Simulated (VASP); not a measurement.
A run of VASP 6.6.1:

File INCAR:

```
PREC = Accurate
ENCUT = 520
EDIFF = 1E-6
ISMEAR = -1
SIGMA = 0.05
LREAL = False
LASPH = True
NELM = 60
ALGO = Normal
ISIF = 2
LWAVE = False
LCHARG = True
GGA = PE
LELF = True
LVHAR = True
NBANDS = 21
```

The input KPOINTS:

```
Automatic mesh
0
Gamma
  15 15 15
```

POSCAR

```
Sn
1.0
   -3.0033255000      3.0033255000      1.5906500000
    3.0033255000     -3.0033255000      1.5906500000
    3.0033255000      3.0033255000     -1.5906500000
Sn
2
Direct
    0.0000000000      0.0000000000      0.0000000000
    0.7500000000      0.2500000000      0.5000000000
```

Potentials or basis: VASP PAW PBE potentials, release 64 (Sn_d).

The run is started by

```sh
$ cat potpaw_PBE.64/Sn_d/POTCAR > POTCAR
$ mpirun -np 1 vasp_std > vasp.out
```

Hardware: 1 thread of Intel Xeon 6975P-C (shared host).

Q: Estimate the wall time of this run.

A: Run time: 4 min on 1 thread of Intel Xeon 6975P-C, with other jobs on the host, peak memory 0.4 GiB. Counts: scf iterations 10, k points 288.
